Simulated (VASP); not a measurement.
# ZnS (P6_3mc) in VASP: notebook, part 2 of 2

VASP 6.6.1.

### 5 Single point, PBEsol (in-plane strain -0.01, then relaxed in part)

Input file INCAR:

```
SYSTEM = ZnS
  ALGO = Normal
  EDIFF = 1E-6
  ENCUT = 520
  GGA = PS
  ISIF = 2
  ISMEAR = 0
  LASPH = .TRUE.
  LCHARG = .FALSE.
  LREAL = .FALSE.
  LWAVE = .FALSE.
  NBANDS = 26
  NELM = 80
  PREC = Accurate
  SIGMA = 0.01
```

Input file KPOINTS:

```
k-points
0
G
  6 6 4
  0 0 0
```

Input file POSCAR:

```
ZnS
1.0
    3.7437623229      0.0000000000      0.0000000000
   -1.8718811615      3.2421932774      0.0000000000
    0.0000000000      0.0000000000      6.2465066267
Zn S
2 2
Direct
    0.3333333333      0.6666666667      0.0070292759
    0.6666666667      0.3333333333      0.5070292759
    0.3333333333      0.6666666667      0.3779707241
    0.6666666667      0.3333333333      0.8779707241
```

Potentials or basis: VASP PAW PBE potentials, release 64 (Zn, S).

Launch:

```sh
$ cat potpaw_PBE.64/Zn/POTCAR potpaw_PBE.64/S/POTCAR > POTCAR
$ mpirun -np 1 vasp_std > vasp.out
```

OUTCAR:

```text
SYSTEM = ZnS
   EDIFF = 1E-6
   ENCUT = 520
   GGA = PS
   ISIF = 2
   ISMEAR = 0
   LASPH = .TRUE.
   LREAL = .FALSE.
   NELM = 80
   PREC = Accurate

 ion  position               nearest neighbor table
   1  0.333  0.667  0.007-   4 2.31   4 2.31   4 2.31   3 2.32
   2  0.667  0.333  0.507-   3 2.31   3 2.31   3 2.31   4 2.32
   3  0.333  0.667  0.378-   2 2.31   2 2.31   2 2.31   1 2.32
   4  0.667  0.333  0.878-   1 2.31   1 2.31   1 2.31   2 2.32

  LATTYP: Found a hexagonal cell.
 ALAT       =     3.7437623229
 C/A-ratio  =     1.6685104683

  Lattice vectors:

 A1 = (   3.7437623229,   0.0000000000,   0.0000000000)
 A2 = (  -1.8718811615,   3.2421932774,   0.0000000000)
 A3 = (   0.0000000000,   0.0000000000,   6.2465066267)

Analysis of symmetry for initial positions (statically):
=====================================================================
 Subroutine PRICEL returns:
 Original cell was already a primitive cell.

 Routine SETGRP: Setting up the symmetry group for a
 hexagonal supercell.

 Subroutine GETGRP returns: Found 12 space group operations
 (whereof  6 operations were pure point group operations)
 out of a pool of 24 trial point group operations.

The static configuration has the point symmetry C_3v.
 The point group associated with its full space group is C_6v.

Analysis of symmetry for dynamics (positions and initial velocities):
=====================================================================
 Subroutine PRICEL returns:
 Original cell was already a primitive cell.

 Routine SETGRP: Setting up the symmetry group for a
 hexagonal supercell.

 Subroutine GETGRP returns: Found 12 space group operations
[... 116 lines left out ...]
   NUPDOWN=      -1.0000    fix difference up-down
   EMIN   =  10.00;   EMAX   =-10.00  energy-range for DOS
   EFERMI =   0.00;   METHOD = LEGACY
   ISMEAR =     0;   SIGMA  =   0.01  broadening in eV -4-tet -1-fermi 0-gaus
   EFERMI_NEDOS =   21; number of points for ismear=-14 and -15
   IALGO  =     38    algorithm
   IMIX   =      4    mixing-type and parameters
     AMIX     =   0.40;   BMIX     =  1.00
     AMIX_MAG =   1.60;   BMIX_MAG =  1.00
  volume/ion in A,a.u.               =      18.96       127.91
  Fermi-wavevector in a.u.,A,eV,Ry     =   1.277167  2.413495 22.193203  1.631154
  Thomas-Fermi vector in A             =   2.409781
   LORBIT       =      0    0 simple, 1 ext, 2 COOP (PROOUT), +10 PAW based schemes
   GGA     = PS    functional components
   LHFCALC =     F    Hartree Fock is set to
   AEXX    =    0.0000 exact exchange contribution
   IVDW    =     0    specifies the selected vdW correction
   LEPSILON=     F    determine dielectric tensor
   LRPA    =     F    only Hartree local field effects (RPA)
 non-spin polarized calculation
 Gauss-broadening in eV      SIGMA  =   0.01
  energy-cutoff  :      520.00
  volume of cell :       75.82
 maximum number of plane-waves:      2053
 NGX is ok and might be reduce to    28
   NGX = 13   NGY = 13   NGZ = 23

 number of electron      36.0000001 magnetization

 Free energy of the ion-electron system (eV)
  ---------------------------------------------------
  ext. energy  EPLUGINS =         0.00000000
  ---------------------------------------------------
  free energy    TOTEN  =       -15.15400406 eV

  energy without entropy =      -15.15400406  energy(sigma->0) =      -15.15400406

 E-fermi :   2.5647     XC(G=0): -10.0333

 val. band max:        2.4475741551   @ k =   0.0000   0.0000   0.0000
 cond. band min:       4.6136963223   @ k =   0.0000   0.0000   0.0000
 fundamental gap:      2.1661221672
 Fermi energy:         2.5647248189

 k-point     1 :       0.0000    0.0000    0.0000
  band No.  band energies     occupation
      1     -11.0534      2.00000
      2     -10.0612      2.00000
      3      -4.1482      2.00000
      4      -4.1151      2.00000
      5      -4.1151      2.00000
      6      -4.0258      2.00000
[... 598 lines left out ...]
     25      12.0954      0.00000
     26      12.0954      0.00000

------------------------ aborting loop because EDIFF is reached ----------------------------------------

  FORCE on cell =-STRESS in cart. coord.  units (eV):
  Direction    XX          YY          ZZ          XY          YZ          ZX
  --------------------------------------------------------------------------------------
  -------------------------------------------------------------------------------------
  Total        0.9086532      0.9086532      0.1195635     -0.0000000     -0.0000000      0.0000000
  in kB       19.2010226     19.2010226      2.5265324     -0.0000000     -0.0000000      0.0000000
  external PRESSURE =      13.6428592 kB  Pullay stress =       0.0000000 kB

 VOLUME and BASIS-vectors are now :
 -----------------------------------------------------------------------------
  energy-cutoff  :      520.00
  volume of cell :       75.82
      direct lattice vectors                 reciprocal lattice vectors
     3.743762323  0.000000000  0.000000000     0.267110974  0.154216593  0.000000000
    -1.871881161  3.242193277  0.000000000     0.000000000  0.308433185  0.000000000
     0.000000000  0.000000000  6.246506627     0.000000000  0.000000000  0.160089480

 POSITION                                       TOTAL-FORCE (eV/Angst)
 -----------------------------------------------------------------------------------
     -0.00000      2.16146      0.04391         0.000000     -0.000000      0.000670
      1.87188      1.08073      3.16716        -0.000000     -0.000000      0.000670
     -0.00000      2.16146      2.36100         0.000000      0.000000     -0.000670
      1.87188      1.08073      5.48425         0.000000     -0.000000     -0.000670
 -----------------------------------------------------------------------------------
    total drift:                               -0.000000     -0.000001     -0.001069

  FREE ENERGIE OF THE ION-ELECTRON SYSTEM (eV)
  ---------------------------------------------------
  free  energy   TOTEN  =       -15.1540040608 eV

  energy  without entropy=      -15.1540040608  energy(sigma->0) =      -15.15400406
```

stdout:

```text
POSCAR found type information on POSCAR ZnS
 POSCAR found :  2 types and       4 ions
 scaLAPACK will be used
 -----------------------------------------------------------------------------
|                                                                             |
|                                                                             |
|     You enforced a specific xc type in the INCAR file but a different       |
|     I HOPE YOU KNOW WHAT YOU ARE DOING!                                     |
|                                                                             |
 -----------------------------------------------------------------------------

 LDA part: xc-table for (Slater+PW92), standard interpolation
 POSCAR, INCAR and KPOINTS ok, starting setup
 FFT: planning ... GRIDC
 FFT: planning ... GRID_SOFT
 FFT: planning ... GRID
 WAVECAR not read
 entering main loop
```

Wall time 28 s (1 thread of Intel Xeon Platinum 8259CL at 2.50GHz (Skylake/Cascade Lake), shared host); peak memory 0.19 GiB.

What came out:

```
Free energy            : -15.1540 eV
Pressure               : 1.4 GPa
Band gap on the k mesh : 2.17 eV, direct
```

Caveat: the cell differs from its parent crystal (in-plane strain -0.01, then relaxed in part); the PAW data sets were made with another functional, which shifts forces and pressure a little.

### 6 Summary

| cell | gap on the mesh (eV) | pressure (GPa) |
| --- | --- | --- |
| a = 3.706, b = 3.706, c = 6.286 Å, angles 90.0, 90.0, 120.0°, 4 atoms | 2.15 | 2.5 |
| a = 3.706, b = 3.706, c = 6.283 Å, angles 90.0, 90.0, 120.0°, 4 atoms | 2.19 | 2.8 |
| a = 3.744, b = 3.744, c = 6.247 Å, angles 90.0, 90.0, 120.0°, 4 atoms | 2.17 | 1.4 |

Alike in all rows: task single point; level PBEsol; potentials or basis VASP PAW PBE potentials, release 64 (Zn, S); no spin polarisation; k mesh 6 × 6 × 4; cutoff (eV) 520; smearing gaussian 0.01 eV.

Caveats: the PAW data sets were made with another functional, which shifts forces and pressure a little.

Absolute energies hang on the potentials; compare differences alone.
